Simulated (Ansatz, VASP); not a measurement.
Given: the input of a run of VASP 6.6.1 on ZnS.

POSCAR

```
ZnS
1.0
    0.0000000000      2.7020000000      2.7020000000
    2.7020000000      0.0000000000      2.7020000000
    2.7020000000      2.7020000000      0.0000000000
Zn S
1 1
Direct
    0.7500000000      0.7500000000      0.7500000000
    0.0000000000      0.0000000000      0.0000000000
```

File INCAR.step1:

```
PREC = Accurate ; ENCUT = 520
EDIFF = 1E-5 ; ISMEAR = -1
SIGMA = 0.05 ; LREAL = False
LASPH = True ; NELM = 100
ALGO = Normal ; ISIF = 2
LWAVE = True ; NBANDS = 16
GGA = PE
```

INCAR.step2

```
PREC = Accurate ; ENCUT = 520
EDIFF = 1E-6 ; ISMEAR = -1
SIGMA = 0.05 ; LREAL = False
LASPH = True ; NELM = 100
ALGO = Normal ; ISIF = 2
LWAVE = False ; LCHARG = True
GGA = PE ; LHFCALC = True
AEXX = 0.15 ; PRECFOCK = Normal
LELF = True ; LVHAR = True
NBANDS = 16 ; ISTART = 1
```

The input KPOINTS:

```
regular mesh
0
Gamma
  5 5 5
```

Potentials or basis: VASP PAW PBE potentials, release 64 (Zn, S).

Run with:

```bash
$ cat potpaw_PBE.64/Zn/POTCAR potpaw_PBE.64/S/POTCAR > POTCAR
$ cp INCAR.step1 INCAR
$ mpirun -np 1 vasp_std > vasp.out
$ cp INCAR.step2 INCAR
$ mpirun -np 1 vasp_std > vasp.out
```

Problem. Set up the same calculation for Ansatz 0.2.0. Potentials there: Ansatz PAW.

Solution. As run (the cutoff follows the program's own potentials):

input.yaml

```yaml
crystal:
  lattice:
    - [0.0, 2.702, 2.702]
    - [2.702, 0.0, 2.702]
    - [2.702, 2.702, 0.0]
  atoms:
    - { symbol: Zn, position: [0.75, 0.75, 0.75] }
    - { symbol: S, position: [0.0, 0.0, 0.0] }
hamiltonian:
  xc: { exchange: pbe, correlation: pbe, exx: { coeff: 0.15 } }
  pseudopotentials: { kind: paw }
kpoints:
  mp_grid: { grid: [5, 5, 5] }
scf:
  occupations: { method: fermi_dirac, width: 0.05 }
output:
  forces: true
  stress: true
  eigenvalues: true
```

Potentials or basis: Ansatz PAW.

Command:

```bash
$ ansatz run input.yaml --threads 1 --pin off --max-ram 3584MiB --backend cpu --events-out ev --progress --plain --runs-dir out
```

Both were run:

|  | VASP | Ansatz | Ansatz less VASP |
| --- | --- | --- | --- |
| gap on the k mesh at the Fermi level (eV) | 3.25 | 3.24 | -0.014 |
| least direct gap on the mesh (eV) | 3.25 | 3.24 | -0.014 |
| pressure (GPa) | 1.1 | 1.1 | 0.00 |

VASP's potentials were made for PBE, not for PBE-based global hybrid. With one functional, cell and mesh, what is left measures potentials, basis and numerics.

Noted on Ansatz's run: odd divisions of the mesh miss points on the zone boundary, where band edges often lie, so the gap on the mesh can be too wide.
